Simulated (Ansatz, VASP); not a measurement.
# One calculation of Ag, two programs

Contents of INCAR:

```
SYSTEM = Ag
PREC = Accurate ; ENCUT = 520
EDIFF = 1E-8 ; ISMEAR = -1
SIGMA = 0.08 ; LREAL = .FALSE.
LASPH = .TRUE. ; NELM = 100
ALGO = Normal ; ISIF = 2
LWAVE = .FALSE. ; LCHARG = .FALSE.
GGA = CA ; LEFG = .TRUE.
NBANDS = 30
```

KPOINTS

```
Automatic mesh
0
G
  14 14 4
  0 0 0
```

The input POSCAR:

```
Ag
1.0
    2.8861989086      0.0000000000      0.0000000000
   -1.4430994543      2.4995215753      0.0000000000
    0.0000000000      0.0000000000      9.9000000000
Ag
4
Direct
    0.3333333333      0.6666666667      0.2500000000
    0.6666666667      0.3333333333      0.7500000000
    0.0000000000      0.0000000000      0.0000000000
    0.0000000000      0.0000000000      0.5000000000
```

Input for Ansatz:

```yaml
crystal:
  lattice:
    - [2.8861989086, 0.0, 0.0]
    - [-1.4430994543, 2.4995215753, 0.0]
    - [0.0, 0.0, 9.9]
  atoms:
    - { symbol: Ag, position: [0.3333333333, 0.6666666667, 0.25] }
    - { symbol: Ag, position: [0.6666666667, 0.3333333333, 0.75] }
    - { symbol: Ag, position: [0.0, 0.0, 0.0] }
    - { symbol: Ag, position: [0.0, 0.0, 0.5] }
kpoints:
  mp_grid: { grid: [14, 14, 4] }
scf:
  occupations: { method: fermi_dirac, width: 0.08 }
hamiltonian:
  xc: lda
  pseudopotentials: { kind: paw }
output:
  forces: true
  stress: true
  eigenvalues: true
  efg: { contact_densities: true }
```

Change from the starting cell: zz strain of -1 %, PAW files.

Alike in both runs: task electric field gradients; functional LDA; k mesh 14 × 14 × 4; occupations fermi-dirac, width 0.08 eV; no spin polarisation.

```csv
,VASP,Ansatz
version,VASP 6.6.1,Ansatz 0.2.0
potentials or method,"VASP PAW LDA potentials, release 64 (Ag)","PAW with Ansatz's default frozen-core files, scalar-relativistic"
plane-wave cutoff (eV),520,420
valence electrons in the cell,44,76
```

|  | VASP | Ansatz | Ansatz less VASP |
| --- | --- | --- | --- |
| pressure (GPa) | -10.5 | -10.6 | -0.15 |
| traceless stress, the component that is largest in VASP (GPa) | -2.24 | -2.21 | +0.028 |
| size of Vzz on the site where it differs most (V/Å²) | 8.7 | 3.8 | -4.94 |

LDA's correlation is that of Perdew and Zunger in VASP and of Perdew and Wang (1992) in Ansatz. VASP's potentials hold 44 valence electrons a cell and Ansatz's 76, so a difference there can come from the potentials and not from the codes.
